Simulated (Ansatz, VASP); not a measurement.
**One calculation of SiO2, two programs**

File INCAR:

```
PREC = Accurate ; ENCUT = 520
EDIFF = 1E-8 ; ISMEAR = -1
SIGMA = 0.03 ; LREAL = F
LASPH = T ; NELM = 80
ALGO = Normal ; ISIF = 2
LWAVE = F ; LCHARG = F
GGA = PE ; LEFG = T
NBANDS = 25
```

Contents of KPOINTS:

```
Automatic mesh
0
Gamma
  6 6 9
```

File POSCAR:

```
SiO2
1.0
    4.2351076239      0.0000000000      0.0000000000
    0.0000000000      4.2351076239      0.0000000000
    0.0000000000      0.0000000000      2.7029066575
Si O
2 4
Direct
    0.0000000000      0.0000000000      0.0000000000
    0.5000000000      0.5000000000      0.5000000000
    0.3067000000      0.3067000000      0.0000000000
    0.1933000000      0.8067000000      0.5000000000
    0.6933000000      0.6933000000      0.0000000000
    0.8067000000      0.1933000000      0.5000000000
```

Input for Ansatz:

```yaml
crystal:
  lattice:
    - [4.2351076239, 0.0, 0.0]
    - [0.0, 4.2351076239, 0.0]
    - [0.0, 0.0, 2.7029066575]
  atoms:
    - { symbol: Si, position: [0.0, 0.0, 0.0] }
    - { symbol: Si, position: [0.5, 0.5, 0.5] }
    - { symbol: O, position: [0.3067, 0.3067, 0.0] }
    - { symbol: O, position: [0.1933, 0.8067, 0.5] }
    - { symbol: O, position: [0.6933, 0.6933, 0.0] }
    - { symbol: O, position: [0.8067, 0.1933, 0.5] }
kpoints:
  mp_grid: { grid: [6, 6, 9] }
scf:
  occupations: { method: fermi_dirac, width: 0.03 }
hamiltonian:
  xc: pbe
  pseudopotentials: { kind: all_electron, datasets: crystal }
output:
  forces: true
  stress: true
  eigenvalues: true
  efg: { contact_densities: true }
```

Change from the starting cell: volume scaled by 1.04, crystal datasets.

Alike in both runs: task electric field gradients; functional PBE; k mesh 6 × 6 × 9; occupations fermi-dirac, width 0.03 eV; no spin polarisation.

```csv
,VASP,Ansatz
version,VASP 6.6.1,Ansatz 0.2.0
potentials or method,"VASP PAW PBE potentials, release 64 (Si, O), cutoff 520 eV","all-electron PAW with datasets made for the crystal, scalar-relativistic"
```

```tsv
	VASP	Ansatz	Ansatz less VASP
gap on the k mesh at the Fermi level (eV)	4.92	4.95	+0.029
pressure (GPa)	-1.5	-1.6	-0.13
traceless stress, the component that is largest in VASP (GPa)	-1.04	-1.44	-0.394
rms of the force components (eV/Å)	0.013	0.021	+0.0082
size of Vzz on the site where it differs most (V/Å²)	22.2	19.6	-2.59
```

Atom by atom the forces differ by 0.008 eV/Å (rms over components). Ansatz ran all-electron here, and VASP with PAW potentials.
